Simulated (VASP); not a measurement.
Set up this calculation in VASP 6.6.1, as the native input.

```
Task                   : single point
Functional             : r2SCAN
Potentials or basis    : VASP PAW PBE potentials, release 64 (Ga_d, N)
Cutoff                 : 520 eV
k mesh                 : 10 × 10 × 10
Occupations            : fermi-dirac, width 0.02 eV
Spin                   : no spin polarisation
Dipole correction      : no
Further INCAR settings : ALGO = Normal; EDIFF = 1e-07; NBANDS = 16
```

GaN:

```xyz
2
Lattice="0.0000 2.2139 2.0181 2.2139 0.0000 2.0181 2.2139 2.2139 0.0000" Properties=species:S:1:pos:R:3 pbc="T T T"
Ga    0.0000    0.0000    0.0000
N     2.2139    2.2139    2.0181
```

This cell differs from its parent crystal: epitaxial xy strain +5.0%.

One way to write it, as run:

POSCAR

```
GaN
1.0
    0.0000000000      2.2139409981      2.0181196477
    2.2139409981      0.0000000000      2.0181196477
    2.2139409981      2.2139409981      0.0000000000
Ga N
1 1
Direct
    0.0000000000      0.0000000000      0.0000000000
    0.5000000000      0.5000000000      0.5000000000
```

INCAR.step1

```
SYSTEM = GaN
PREC = Accurate ; ENCUT = 520
ISMEAR = -1 ; SIGMA = 0.02
LREAL = .False. ; LASPH = .True.
NELM = 80 ; NBANDS = 16
GGA = PE ; ALGO = Normal
EDIFF = 1E-4 ; LWAVE = .True.
LCHARG = .False.
```

INCAR.step2

```
SYSTEM = GaN
PREC = Accurate ; ENCUT = 520
EDIFF = 1E-7 ; ISMEAR = -1
SIGMA = 0.02 ; LREAL = .False.
LASPH = .True. ; NELM = 80
ALGO = Normal ; ISIF = 2
LWAVE = .False. ; LCHARG = .True.
METAGGA = R2SCAN ; LMIXTAU = .True.
LELF = .True. ; LVHAR = .True.
NBANDS = 16 ; ISTART = 1
```

KPOINTS

```
Automatic mesh
0
Gamma
  10 10 10
  0 0 0
```

Potentials or basis: VASP PAW PBE potentials, release 64 (Ga_d, N).

Run with:

```console
$ cat potpaw_PBE.64/Ga_d/POTCAR potpaw_PBE.64/N/POTCAR > POTCAR
$ cp INCAR.step1 INCAR
$ mpirun -np 1 vasp_std > vasp.out
$ cp INCAR.step2 INCAR
$ mpirun -np 1 vasp_std > vasp.out
```

Results of the run:

```json
{"Pressure": "-7.7 GPa", "Band gap on the k mesh": "0.43 eV, indirect (least direct gap 2.51 eV)"}
```

Caveat: the cell differs from its parent crystal (epitaxial xy strain +5.0%); the PAW data sets were made with another functional, which shifts forces and pressure a little.

Wall time 120 s on 1 thread of Intel Xeon 6975P-C, on a shared host, peak memory 0.17 GiB.
